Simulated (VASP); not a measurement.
SiO2, 6 atoms in the cell. It takes space group P4_2/mnm (No. 136, tetragonal). The conventional cell has a = 4.018 Å, b = 4.018 Å, c = 2.562 Å, α = 90.00°, β = 90.00°, γ = 90.00°. Within 2.3 Å of Si (site symmetry mmm) lie 6 O at 1.70 to 1.72 Å. O (site symmetry m2m) has 3 Si at 1.70 to 1.72 Å and 1 O at 2.25 Å within 2.3 Å.  This cell differs from its parent crystal: strain -4.0%.

```yaml
Program: VASP 6.6.1
Task: single point
Functional: HSE06
Potentials_or_basis: VASP PAW PBE potentials, release 64 (Si, O)
Cutoff: 520 eV
k_mesh: 4 × 4 × 6
Occupations: gaussian, width 0.01 eV
Spin: no spin polarisation
Dipole_correction: no
Grid_for_exact_exchange_PRECFOCK: Fast
Further_INCAR_settings: ALGO = Normal; EDIFF = 1e-07; NBANDS = 25
Share_of_exact_exchange: 0.25
Screening_parameter: 0.2079 1/Å
```

Potentials or basis: VASP PAW PBE potentials, release 64 (Si, O).

The run is started by

```sh
$ cat potpaw_PBE.64/Si/POTCAR potpaw_PBE.64/O/POTCAR > POTCAR
$ cp INCAR.step1 INCAR
$ mpirun -np 1 vasp_std > vasp.out
$ cp INCAR.step2 INCAR
$ mpirun -np 1 vasp_std > vasp.out
```

Hardware: 1 thread of Intel(R) Xeon(R) Platinum 8488C (Sapphire Rapids) (shared host).

Problem. How long does it take, and how much memory?

Solution. Wall time 23 min on 1 thread of Intel(R) Xeon(R) Platinum 8488C (Sapphire Rapids), on a shared host, peak memory 0.26 GiB. Counts: k points 24.
